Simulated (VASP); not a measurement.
Set up this calculation in VASP 6.6.1, as the native input.

```
Task                               : single point
Functional                         : B3LYP
Potentials or basis                : VASP PAW PBE potentials, release 64 (W_sv)
Cutoff                             : 520 eV
k mesh                             : 7 × 7 × 7
Occupations                        : fermi-dirac, width 0.1 eV
Spin                               : no spin polarisation
Dipole correction                  : no
Grid for exact exchange (PRECFOCK) : Normal
Further INCAR settings             : ALGO = Normal; EDIFF = 1e-06; NBANDS = 13
Share of exact exchange            : 0.2
```

W:

```
W
1.0
    -1.61003    1.61003    1.61003
     1.61003   -1.61003    1.61003
     1.61003    1.61003   -1.61003
W
1
Direct
  0.00000 0.00000 0.00000
```

These files were run (other wordings do the same):

POSCAR

```
W
1.0
   -1.6100263886      1.6100263886      1.6100263886
    1.6100263886     -1.6100263886      1.6100263886
    1.6100263886      1.6100263886     -1.6100263886
W
1
Direct
    0.0000000000      0.0000000000      0.0000000000
```

INCAR.step1

```
ALGO     = Normal         # electronic algorithm
EDIFF    = 1E-5           # SCF threshold, eV
ENCUT    = 520            # plane-wave cutoff, eV
GGA      = PE             # functional
ISIF     = 2              # what is computed and relaxed
ISMEAR   = -1             # smearing method
LASPH    = T              # aspherical terms in the spheres
LCHARG   = F              # write CHGCAR
LREAL    = F              # projectors in reciprocal space
LWAVE    = T              # write WAVECAR
NBANDS   = 13             # bands
NELM     = 80             # most SCF steps
PREC     = Accurate       # precision mode
SIGMA    = 0.1            # smearing width, eV
```

INCAR.step2

```
AEXX     = 0.2            # exact-exchange fraction
AGGAC    = 0.81         
AGGAX    = 0.72         
ALDAC    = 0.19         
ALGO     = Normal         # electronic algorithm
EDIFF    = 1E-6           # SCF threshold, eV
ENCUT    = 520            # plane-wave cutoff, eV
GGA      = B3             # functional
ISIF     = 2              # what is computed and relaxed
ISMEAR   = -1             # smearing method
ISTART   = 1            
LASPH    = T              # aspherical terms in the spheres
LCHARG   = F              # write CHGCAR
LHFCALC  = T              # exact exchange
LREAL    = F              # projectors in reciprocal space
LWAVE    = F              # write WAVECAR
NBANDS   = 13             # bands
NELM     = 80             # most SCF steps
PREC     = Accurate       # precision mode
PRECFOCK = Normal       
SIGMA    = 0.1            # smearing width, eV
```

KPOINTS

```
k-points
0
Gamma
  7 7 7
```

Potentials or basis: VASP PAW PBE potentials, release 64 (W_sv).

The run is started by

```bash
$ cat potpaw_PBE.64/W_sv/POTCAR > POTCAR
$ cp INCAR.step1 INCAR
$ mpirun -np 1 vasp_std > vasp.out
$ cp INCAR.step2 INCAR
$ mpirun -np 1 vasp_std > vasp.out
```

It gave:

```yaml
Pressure: -4.8 GPa
Band_gap_on_the_k_mesh: zero (bands 7 and 8 overlap by 5.64 eV)
```

Caveat: the k points lie up to 0.39 Å⁻¹ apart, too coarse for converged energies and pressures of a metal; the PAW data sets were made with another functional, which shifts forces and pressure a little; spin-orbit coupling is left out, which moves the levels of the heavy elements.

It took 17 min on 1 thread of Intel(R) Xeon(R) Platinum 8375C CPU @ 2.90GHz (Ice Lake) (shared host), peak memory 0.16 GiB.
